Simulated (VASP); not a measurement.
# HfB (Fm-3m) in VASP: a series of runs

Aim: see how the results for HfB move with the level of theory and the settings. Levels: PBE0, HSE06. Tasks: single point.

Program: VASP 6.6.1. These are calculated values, not measurements. Logs are shortened: lines on timing, memory, paths and dates and some standing lists are left out, and cuts for length are marked.

### 1 The cell of the first run

It takes space group Fm-3m (No. 225, cubic). The conventional cell has a = 4.651 Å, b = 4.651 Å, c = 4.651 Å, α = 90.00°, β = 90.00°, γ = 90.00°. Hf (site symmetry m-3m) has 6 B at 2.33 Å within 3.1 Å. B (site symmetry m-3m) has 6 Hf at 2.33 Å within 3.1 Å.

### 2 Single point, PBE0

File POSCAR:

```
HfB
1.0
    0.0000000000      2.3252984591      2.3252984591
    2.3252984591      0.0000000000      2.3252984591
    2.3252984591      2.3252984591      0.0000000000
Hf B
1 1
Direct
    0.5000000000      0.5000000000      0.5000000000
    0.0000000000      0.0000000000      0.0000000000
```

File INCAR.step1:

```
PREC = Accurate
ENCUT = 520
EDIFF = 1E-5
ISMEAR = -1
SIGMA = 0.05
LREAL = F
LASPH = T
NELM = 100
ALGO = Normal
ISIF = 2
LWAVE = T
NBANDS = 14
GGA = PE
```

File INCAR.step2:

```
PREC = Accurate
ENCUT = 520
EDIFF = 1E-6
ISMEAR = -1
SIGMA = 0.05
LREAL = F
LASPH = T
NELM = 100
ALGO = Normal
ISIF = 2
LWAVE = F
LCHARG = T
GGA = PE
LHFCALC = T
AEXX = 0.25
PRECFOCK = Normal
LELF = T
LVHAR = T
NBANDS = 14
ISTART = 1
```

File KPOINTS:

```
Automatic mesh
0
Gamma
  6 6 6
```

Potentials or basis: VASP PAW PBE potentials, release 64 (Hf_pv, B).

The run is started by

```console
cat potpaw_PBE.64/Hf_pv/POTCAR potpaw_PBE.64/B/POTCAR > POTCAR
cp INCAR.step1 INCAR
mpirun -np 1 vasp_std > vasp.out
cp INCAR.step2 INCAR
mpirun -np 1 vasp_std > vasp.out
```

OUTCAR:

```text
PREC = Accurate
   ENCUT = 520
   EDIFF = 1E-6
   ISMEAR = -1
   LREAL = F
   LASPH = T
   NELM = 100
   ISIF = 2
   GGA = PE
   LHFCALC = T
   AEXX = 0.25
   PRECFOCK = Normal
   ISTART = 1

 ion  position               nearest neighbor table
   1  0.500  0.500  0.500-   2 2.33   2 2.33   2 2.33   2 2.33   2 2.33   2 2.33
   2  0.000  0.000  0.000-   1 2.33   1 2.33   1 2.33   1 2.33   1 2.33   1 2.33

  LATTYP: Found a face centered cubic cell.
 ALAT       =     4.6505969182

  Lattice vectors:

 A1 = (   0.0000000000,   2.3252984591,   2.3252984591)
 A2 = (   2.3252984591,   0.0000000000,   2.3252984591)
 A3 = (   2.3252984591,   2.3252984591,   0.0000000000)

Analysis of symmetry for initial positions (statically):
=====================================================================
 Subroutine PRICEL returns:
 Original cell was already a primitive cell.

 Routine SETGRP: Setting up the symmetry group for a
 face centered cubic supercell.

 Subroutine GETGRP returns: Found 48 space group operations
 (whereof 48 operations were pure point group operations)
 out of a pool of 48 trial point group operations.

The static configuration has the point symmetry O_h .

Analysis of symmetry for dynamics (positions and initial velocities):
=====================================================================
 Subroutine PRICEL returns:
 Original cell was already a primitive cell.

 Routine SETGRP: Setting up the symmetry group for a
 face centered cubic supercell.

 Subroutine GETGRP returns: Found 48 space group operations
 (whereof 48 operations were pure point group operations)
 out of a pool of 48 trial point group operations.

The dynamic configuration has the point symmetry O_h .

 Subroutine INISYM returns: Found 48 space group operations
 (whereof 48 operations are pure point group operations),
 and found     1 'primitive' translations

----------------------------------------------------------------------------------------

                                     Primitive cell

  volume of cell :      25.1458

  direct lattice vectors                    reciprocal lattice vectors
     0.000000000  2.325298459  2.325298459    -0.215026161  0.215026161  0.215026161
     2.325298459  0.000000000  2.325298459     0.215026161 -0.215026161  0.215026161
     2.325298459  2.325298459  0.000000000     0.215026161  0.215026161 -0.215026161

  length of vectors
     3.288468617  3.288468617  3.288468617     0.372436235  0.372436235  0.372436235

  position of ions in fractional coordinates (direct lattice)
     0.500000000  0.500000000  0.500000000
     0.000000000  0.000000000  0.000000000

  ion indices of the primitive-cell ions
   primitive index   ion index
                 1           1
                 2           2

----------------------------------------------------------------------------------------

 KPOINTS: Automatic mesh

Automatic generation of k-mesh.
 Grid dimensions read from file:
 generate k-points for:    6    6    6

 Generating k-lattice:

  Cartesian coordinates                     Fractional coordinates (reciprocal lattice)
    -0.035837693  0.035837693  0.035837693     0.166666667  0.000000000  0.000000000
     0.035837693 -0.035837693  0.035837693     0.000000000  0.166666667  0.000000000
     0.035837693  0.035837693 -0.035837693     0.000000000  0.000000000  0.166666667

  Length of vectors
     0.062072706  0.062072706  0.062072706

  Shift w.r.t. Gamma in fractional coordinates (k-lattice)
     0.000000000  0.000000000  0.000000000

 Subroutine IBZKPT returns following result:
 ===========================================

 Found     16 irreducible k-points:

 Following reciprocal coordinates:
            Coordinates               Weight
  0.000000  0.000000  0.000000      1.000000
  0.166667  0.000000  0.000000      8.000000
  0.333333  0.000000  0.000000      8.000000
  0.500000  0.000000  0.000000      4.000000
  0.166667  0.166667  0.000000      6.000000
  0.333333  0.166667  0.000000     24.000000
[... 8 lines left out ...]
 -0.333333  0.333333  0.166667     24.000000
 -0.333333  0.500000  0.166667     12.000000
   k-points           NKPTS =     16   k-points in BZ     NKDIM =    216   number of bands    NBANDS=     14
   number of dos      NEDOS =    301   number of ions     NIONS =      2
   total plane-waves  NPLWV =  13824
   dimension x,y,z NGX =    24 NGY =   24 NGZ =   24
   dimension x,y,z NGXF=    48 NGYF=   48 NGZF=   48
   ions per type =               1   1
   NGX,Y,Z   is equivalent  to a cutoff of  12.13, 12.13, 12.13 a.u.
   NGXF,Y,Z  is equivalent  to a cutoff of  24.27, 24.27, 24.27 a.u.
 SYSTEM =  unknown system
   PREC   = accura    normal or accurate (medium, high low for compatibility)
   ISTART =      1    job   : 0-new  1-cont  2-samecut
   ICHARG =      0    charge: 1-file 2-atom 10-const
   ISPIN  =      1    spin polarized calculation?
   LNONCOLLINEAR =      F non collinear calculations
   LSORBIT =      F    spin-orbit coupling
   LASPH  =      T    aspherical Exc in radial PAW
   ENCUT  =  520.0 eV  38.22 Ry    6.18 a.u.   6.11  6.11  6.11*2*pi/ulx,y,z
   NELM   =    100;   NELMIN=  2; NELMDL=  0     # of ELM steps
   EDIFF  = 0.1E-05   stopping-criterion for ELM
   LREAL  =      F    real-space projection
   EDIFFG = 0.1E-04   stopping-criterion for IOM
   NSW    =      0    number of steps for IOM
   IBRION =     -1    ionic relax: 0-MD 1-quasi-New 2-CG
   NFREE  =      0    steps in history (QN), initial steepest desc. (CG)
   ISIF   =      2    stress and relaxation
   ISYM   =      3    0-nonsym 1-usesym 2-fastsym
   POTIM  = 0.5000    time-step for ionic-motion
   TEBEG  =    0.0;   TEEND  =   0.0 temperature during run
   PSTRESS=    0.0 pullay stress
   NELECT =      13.0000    total number of electrons
   NUPDOWN=      -1.0000    fix difference up-down
   EMIN   =  10.00;   EMAX   =-10.00  energy-range for DOS
   EFERMI =   0.00;   METHOD = LEGACY
   ISMEAR =    -1;   SIGMA  =   0.05  broadening in eV -4-tet -1-fermi 0-gaus
   EFERMI_NEDOS =   21; number of points for ismear=-14 and -15
   IALGO  =     38    algorithm
   IMIX   =      1    mixing-type and parameters
     AMIX     =   0.40;   BMIX     =  1.00
     AMIX_MAG =   1.60;   BMIX_MAG =  1.00
  volume/ion in A,a.u.               =      12.57        84.85
  Fermi-wavevector in a.u.,A,eV,Ry     =   1.313915  2.482939 23.488723  1.726372
  Thomas-Fermi vector in A             =   2.444204
   LORBIT       =      0    0 simple, 1 ext, 2 COOP (PROOUT), +10 PAW based schemes
   GGA     = PE    functional components
   LHFCALC =     T    Hartree Fock is set to
   PRECFOCK=normal    Normal, Fast or Accurate (Low or Medium for compatibility)
   ENCUT4O =  -1.0   cutoff for four orbital integrals eV
   NKREDX  =     1    reduce k-point grid by
   NKREDY  =     1    reduce k-point grid by
   NKREDZ  =     1    reduce k-point grid by
   AEXX    =    0.2500 exact exchange contribution
   HFSCREEN=    0.0000 screening length (either q_TF or 0.3 A-1)
   HFSCREENC=   0.0000 screening length for correlation (either q_TF or 0.3 A-1)
   ENCUTFOCK=  -1.0 apply spherical cutoff to Coloumb kernel
   IVDW    =     0    specifies the selected vdW correction
   LEPSILON=     F    determine dielectric tensor
   LRPA    =     F    only Hartree local field effects (RPA)
 non-spin polarized calculation
  energy-cutoff  :      520.00
  volume of cell :       25.15
 maximum number of plane-waves:       700
  NGX = 20; NGY = 20; NGZ = 20

 number of electron      13.0000001 magnetization

 Free energy of the ion-electron system (eV)
  ---------------------------------------------------
  ext. energy  EPLUGINS =         0.00000000
  ---------------------------------------------------
  free energy    TOTEN  =       -20.70954685 eV

  energy without entropy =      -20.70153014  energy(sigma->0) =      -20.70553850

 E-fermi :   4.4202     XC(G=0):  -9.5958

 val. band max:        4.4193347667   @ k =   0.5000   0.3333   0.1667
 cond. band min:       5.4811380178   @ k =   0.1667   0.0000   0.0000
 fundamental gap:      1.0618032510
 Fermi energy:         4.4201740803

 k-point     1 :       0.0000    0.0000    0.0000
  band No.  band energies     occupation
      1     -26.1529      2.00000
      2     -26.1529      2.00000
      3     -26.1529      2.00000
      4      -6.6091      2.00000
      5       7.9657      0.00000
      6       7.9657      0.00000
      7       7.9657      0.00000
      8       9.6412      0.00000
      9       9.6412      0.00000
     10       9.6412      0.00000
     11       9.8908      0.00000
     12       9.8908      0.00000
     13      17.5651      0.00000
     14      19.0305      0.00000

 k-point     2 :       0.1667    0.0000    0.0000
  band No.  band energies     occupation
      1     -26.3587      2.00000
      2     -26.1715      2.00000
      3     -26.1715      2.00000
      4      -5.7639      2.00000
      5       5.4811      0.00000
      6       6.2371      0.00000
      7       6.2371      0.00000
      8       9.0006      0.00000
      9       9.0006      0.00000
     10      10.5365      0.00000
     11      13.7508      0.00000
     12      13.7508      0.00000
     13      19.5160      0.00000
     14      19.8764      0.00000

 k-point     3 :       0.3333    0.0000    0.0000
  band No.  band energies     occupation
      1     -26.7500      2.00000
      2     -26.2080      2.00000
      3     -26.2080      2.00000
      4      -3.6429      2.00000
      5       1.7719      2.00000
      6       3.5903      2.00000
      7       3.5903      2.00000
      8      10.9802      0.00000
      9      10.9802      0.00000
     10      11.5129      0.00000
     11      17.8969      0.00000
     12      18.0160      0.00000
     13      18.0160      0.00000
     14      21.8441      0.00000

 k-point     4 :       0.5000    0.0000    0.0000
  band No.  band energies     occupation
      1     -26.9368      2.00000
      2     -26.2265      2.00000
      3     -26.2265      2.00000
      4      -1.3569      2.00000
      5      -0.6846      2.00000
      6       2.8090      2.00000
      7       2.8090      2.00000
      8      12.5783      0.00000
      9      12.5783      0.00000
     10      13.6650      0.00000
     11      14.1463      0.00000
     12      19.9630      0.00000
     13      19.9630      0.00000
     14      20.9053      0.00000

 k-point     5 :       0.1667    0.1667    0.0000
  band No.  band energies     occupation
      1     -26.3420      2.00000
      2     -26.2204      2.00000
      3     -26.2204      2.00000
      4      -5.5180      2.00000
      5       4.0123      1.99943
      6       6.5272      0.00000
      7       7.0536      0.00000
      8       7.0536      0.00000
      9      10.3506      0.00000
     10      11.9218      0.00000
     11      11.9218      0.00000
[... 140 lines left out ...]
 k-point    14 :       0.5000    0.3333    0.1667
  band No.  band energies     occupation
      1     -26.7270      2.00000
      2     -26.4582      2.00000
      3     -26.3032      2.00000
      4      -2.7039      2.00000
      5       1.2393      2.00000
      6       3.0847      2.00000
      7       4.4193      1.00839
      8       9.4305      0.00000
      9      13.0932      0.00000
     10      13.9520      0.00000
     11      14.0136      0.00000
     12      18.2832      0.00000
     13      20.8334      0.00000
     14      21.3978      0.00000

 k-point    15 :      -0.3333    0.3333    0.1667
  band No.  band energies     occupation
      1     -26.7522      2.00000
      2     -26.5461      2.00000
      3     -26.3471      2.00000
      4      -1.9524      2.00000
      5       0.9373      2.00000
      6       2.7566      2.00000
      7       3.7068      2.00000
      8      10.9916      0.00000
      9      11.3828      0.00000
     10      13.6890      0.00000
     11      16.0418      0.00000
     12      17.5504      0.00000
     13      20.0525      0.00000
     14      21.8438      0.00000

 k-point    16 :      -0.3333    0.5000    0.1667
  band No.  band energies     occupation
      1     -26.7589      2.00000
      2     -26.5364      2.00000
      3     -26.4275      2.00000
      4      -2.6593      2.00000
      5       2.7037      2.00000
      6       2.7909      2.00000
      7       3.8931      1.99995
      8       9.7032      0.00000
      9      12.9012      0.00000
     10      13.7053      0.00000
     11      14.0013      0.00000
     12      16.7979      0.00000
     13      21.4401      0.00000
     14      21.8463      0.00000

------------------------ aborting loop because EDIFF is reached ----------------------------------------

  FORCE on cell =-STRESS in cart. coord.  units (eV):
  Direction    XX          YY          ZZ          XY          YZ          ZX
  --------------------------------------------------------------------------------------
  -------------------------------------------------------------------------------------
  Total        3.4949406      3.4949406      3.4949406      0.0000000      0.0000000      0.0000000
  in kB      222.6815715    222.6815715    222.6815715      0.0000000      0.0000000      0.0000000
  external PRESSURE =     222.6815715 kB  Pullay stress =       0.0000000 kB

 VOLUME and BASIS-vectors are now :
 -----------------------------------------------------------------------------
  energy-cutoff  :      520.00
  volume of cell :       25.15
      direct lattice vectors                 reciprocal lattice vectors
     0.000000000  2.325298459  2.325298459    -0.215026161  0.215026161  0.215026161
     2.325298459  0.000000000  2.325298459     0.215026161 -0.215026161  0.215026161
     2.325298459  2.325298459  0.000000000     0.215026161  0.215026161 -0.215026161

 POSITION                                       TOTAL-FORCE (eV/Angst)
 -----------------------------------------------------------------------------------
      2.32530      2.32530      2.32530         0.000000     -0.000000      0.000000
      0.00000      0.00000      0.00000        -0.000000      0.000000     -0.000000
 -----------------------------------------------------------------------------------
    total drift:                               -0.000000     -0.000000      0.000000

  FREE ENERGIE OF THE ION-ELECTRON SYSTEM (eV)
  ---------------------------------------------------
  free  energy   TOTEN  =       -20.7095468480 eV

  energy  without entropy=      -20.7015301421  energy(sigma->0) =      -20.70553850
```

It took 26 min on 1 thread of Intel Xeon Platinum 8259CL at 2.50GHz (Skylake/Cascade Lake), shared host; peak memory 0.16 GiB.

Results:

```yaml
Free_energy: -20.7095 eV
Pressure: 22.3 GPa
Band_gap_on_the_k_mesh: zero (an odd number of electrons rules out a gap without spin polarisation)
```

Caveat: the k points lie up to 0.39 Å⁻¹ apart, too coarse for converged energies and pressures of a metal; the PAW data sets were made with another functional, which shifts forces and pressure a little; spin-orbit coupling is left out, which moves the levels of the heavy elements.

### 3 Single point, HSE06

This run uses another cell than the first one, of 12.82 Å³/atom.

File POSCAR:

```
HfB
1.0
    0.0000000000      2.3403982228      2.3403982228
    2.3403982228      0.0000000000      2.3403982228
    2.3403982228      2.3403982228      0.0000000000
Hf B
1 1
Direct
    0.5000000000      0.5000000000      0.5000000000
    0.0000000000      0.0000000000      0.0000000000
```

File INCAR.step1:

```
SYSTEM = HfB
PREC = Accurate
ENCUT = 520
EDIFF = 1E-5
ISMEAR = -1
SIGMA = 0.05
LREAL = .FALSE.
LASPH = .TRUE.
NELM = 100
ALGO = Normal
ISIF = 2
LWAVE = .TRUE.
LCHARG = .FALSE.
GGA = PE
NBANDS = 14
```

File INCAR.step2:

```
SYSTEM = HfB
PREC = Accurate
ENCUT = 520
EDIFF = 1E-6
ISMEAR = -1
SIGMA = 0.05
LREAL = .FALSE.
LASPH = .TRUE.
NELM = 100
ALGO = Normal
ISIF = 2
LWAVE = .FALSE.
LCHARG = .FALSE.
GGA = PE
LHFCALC = .TRUE.
HFSCREEN = 0.2079
PRECFOCK = Normal
ISTART = 1
NBANDS = 14
```

File KPOINTS:

```
regular mesh
0
G
  6 6 6
  0 0 0
```

Potentials or basis: VASP PAW PBE potentials, release 64 (Hf_pv, B).

The run is started by

```console
cat potpaw_PBE.64/Hf_pv/POTCAR potpaw_PBE.64/B/POTCAR > POTCAR
cp INCAR.step1 INCAR
mpirun -np 1 vasp_std > vasp.out
cp INCAR.step2 INCAR
mpirun -np 1 vasp_std > vasp.out
```

Wall time 24 min (1 thread of Intel Xeon Platinum 8259CL at 2.50GHz (Skylake/Cascade Lake), shared host); peak memory 0.27 GiB.

The run converged. Its results:

| Item | Value |
| --- | --- |
| Free energy | -19.4327 eV |
| Pressure | 18.0 GPa |
| Band gap on the k mesh | zero (an odd number of electrons rules out a gap without spin polarisation) |

Levels at points of the mesh, in eV from the Fermi level:
```csv
k point,band 3,band 4,band 5,band 6,band 7,band 8,band 9,band 10,band 11,band 12
"(0.00, 0.00, 0.00)",-30.40,-10.62,3.03,3.03,3.03,4.69,4.69,4.69,4.90,4.90
"(0.50, 0.00, 0.00)",-30.47,-5.37,-4.87,-1.28,-1.28,7.50,7.50,8.56,9.15,14.84
"(0.50, 0.50, 0.00)",-30.65,-7.49,-1.29,-0.80,2.77,2.77,6.97,8.87,8.87,10.12
```

Caveat: the k points lie up to 0.39 Å⁻¹ apart, too coarse for converged energies and pressures of a metal; the PAW data sets were made with another functional, which shifts forces and pressure a little; spin-orbit coupling is left out, which moves the levels of the heavy elements.

The gap in the log of VASP goes by the Fermi energy; the results here count the filled bands.